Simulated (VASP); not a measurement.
Write the native input for VASP 6.6.1 that does the following.

| Item | Value |
| --- | --- |
| Task | single point |
| Functional | r2SCAN |
| Potentials or basis | VASP PAW PBE potentials, release 64 (Al) |
| Cutoff | 520 eV |
| k mesh | 9 × 9 × 5 |
| Occupations | methfessel-paxton, width 0.1 eV |
| Spin | no spin polarisation |
| Dipole correction | no |
| Further INCAR settings | ALGO = Normal; EDIFF = 1e-06; NBANDS = 10 |

Al:

```xyz
2
Lattice="2.8125 0.0000 0.0000 -1.4062 2.4357 0.0000 0.0000 0.0000 4.8669" Properties=species:S:1:pos:R:3 pbc="T T T"
Al    1.4062    0.8119    3.6501
Al    0.0000    1.6238    1.2167
```

One way to write it, as run:

POSCAR

```
Al
1.0
    2.8124550000      0.0000000000      0.0000000000
   -1.4062280000      2.4356580000      0.0000000000
    0.0000000000      0.0000000000      4.8668500000
Al
2
Direct
    0.6666666667      0.3333333333      0.7500000000
    0.3333333333      0.6666666667      0.2500000000
```

INCAR.step1

```
PREC = Accurate
ENCUT = 520
ISMEAR = 1
SIGMA = 0.1
LREAL = False
LASPH = True
NELM = 80
NBANDS = 10
GGA = PE
ALGO = Normal
EDIFF = 1E-4
LWAVE = True
LCHARG = False
```

INCAR.step2

```
PREC = Accurate
ENCUT = 520
EDIFF = 1E-6
ISMEAR = 1
SIGMA = 0.1
LREAL = False
LASPH = True
NELM = 80
ALGO = Normal
ISIF = 2
LWAVE = False
LCHARG = False
METAGGA = R2SCAN
LMIXTAU = True
NBANDS = 10
ISTART = 1
```

KPOINTS

```
Automatic mesh
0
Gamma
  9 9 5
```

Potentials or basis: VASP PAW PBE potentials, release 64 (Al).

Run with:

```bash
$ cat potpaw_PBE.64/Al/POTCAR > POTCAR
$ cp INCAR.step1 INCAR
$ mpirun -np 1 vasp_std > vasp.out
$ cp INCAR.step2 INCAR
$ mpirun -np 1 vasp_std > vasp.out
```

It gave:

```yaml
Pressure: -3.0 GPa
Band_gap_on_the_k_mesh: zero (band 3 reaches 10.21 eV, above the bottom of band 4 at 5.34 eV)
```

Caveat: the PAW data sets were made with another functional, which shifts forces and pressure a little.

Wall time 14 s on 1 thread of Intel(R) Xeon(R) 6975P-C (Granite Rapids), on a shared host, peak memory 0.15 GiB.
